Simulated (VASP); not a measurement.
# Pt: relaxation of cell and atoms with LDA

Pt:

```xyz
1
Lattice="0.0000 1.9457 1.9457 1.9457 0.0000 1.9457 1.9457 1.9457 0.0000" Properties=species:S:1:pos:R:3 pbc="T T T"
Pt    0.0000    0.0000    0.0000
```

* Program: VASP 6.6.1
* Task: relaxation of cell and atoms
* Functional: LDA
* Potentials or basis: VASP PAW LDA potentials, release 64 (Pt)
* Cutoff: 600 eV
* k mesh: 16 × 16 × 16
* Occupations: gaussian, width 0.1 eV
* Spin: no spin polarisation
* Dipole correction: no
* Further INCAR settings: ALGO = Normal; EDIFF = 1e-06; IBRION = 2; EDIFFG = -0.002; NSW = 100; ISIF = 3

| Property | Result |
| --- | --- |
| Relaxed volume | 14.80 Å³/atom |
| Relaxed cell | a = 2.756 Å, b = 2.756 Å, c = 2.756 Å, α = 60.00°, β = 60.00°, γ = 60.00° |
| Space group after relaxing (to 0.05 Å) | Fm-3m (No. 225) |
| Energy gained by relaxing | 0.3 meV/atom |
| Ionic steps | 3 |
| Pressure after relaxing | 0.0 GPa |
| Band gap on the k mesh | zero (band 5 reaches 12.02 eV, above the bottom of band 6 at 9.73 eV) |

The path:
```tsv
step	energy change (eV)	largest force (eV/Å)	pressure (GPa)	volume (Å³)
1	0.0000	0.0000	1.40	14.73
2	0.0025	0.0000	-4.16	15.01
3	-0.0003	0.0000	0.00	14.80
```

Final structure:
```xyz
1
Lattice="0.0000 1.9486 1.9486 1.9486 0.0000 1.9486 1.9486 1.9486 0.0000" Properties=species:S:1:pos:R:3 pbc="T T T"
Pt    0.0000    0.0000    0.0000
```

Levels at points of the mesh, in eV from the Fermi level:
| k point | band 3 | band 4 | band 5 | band 6 | band 7 | band 8 |
| --- | --- | --- | --- | --- | --- | --- |
| (0.00, 0.00, 0.00) | -3.92 | -3.92 | -1.66 | -1.66 | 14.59 | 19.62 |
| (0.50, 0.00, 0.00) | -3.98 | -0.54 | 0.07 | 0.07 | 5.99 | 14.16 |
| (0.50, 0.50, 0.00) | 0.05 | 0.53 | 0.53 | 1.75 | 9.10 | 11.42 |

Run time: 27 s on 1 thread of Intel(R) Xeon(R) Platinum 8259CL CPU @ 2.50GHz (Skylake/Cascade Lake) (shared host), peak memory 0.15 GiB.

Caveat: spin-orbit coupling is left out, which moves the levels of the heavy elements.
